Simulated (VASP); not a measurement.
GaP:

```
Ga P
1.0
     0.00000    2.72525    2.72525
     2.72525    0.00000    2.72525
     2.72525    2.72525    0.00000
Ga P
1 1
Direct
  0.00000 0.00000 0.00000
  0.75000 0.75000 0.75000
```

Base run:

```yaml
Program: VASP 6.6.1
Functional: b88 exchange, pbe correlation
Potentials_or_basis: VASP PAW PBE potentials, release 64 (Ga_d, P)
Cutoff: 500 eV
k_mesh: 8 × 8 × 8
Occupations: fermi-dirac, width 0.05 eV
Spin: no spin polarisation
```

Its results: band gap on the k mesh 1.64 eV (least direct gap 1.81 eV); pressure 2.3 GPa.

The run is repeated on the same cell with these changes: functional from b88 exchange, pbe correlation to LDA; potentials or basis from VASP PAW PBE potentials, release 64 (Ga_d, P) to VASP PAW LDA potentials, release 64 (Ga_d, P); cutoff from 500 eV to 520 eV. What comes out?

Band gap on the k mesh 1.49 eV (least direct gap 1.64 eV); pressure -2.7 GPa.

Caveats: the PAW data sets were made with another functional, which shifts forces and pressure a little (at least some runs).

A k mesh can miss the band edges.
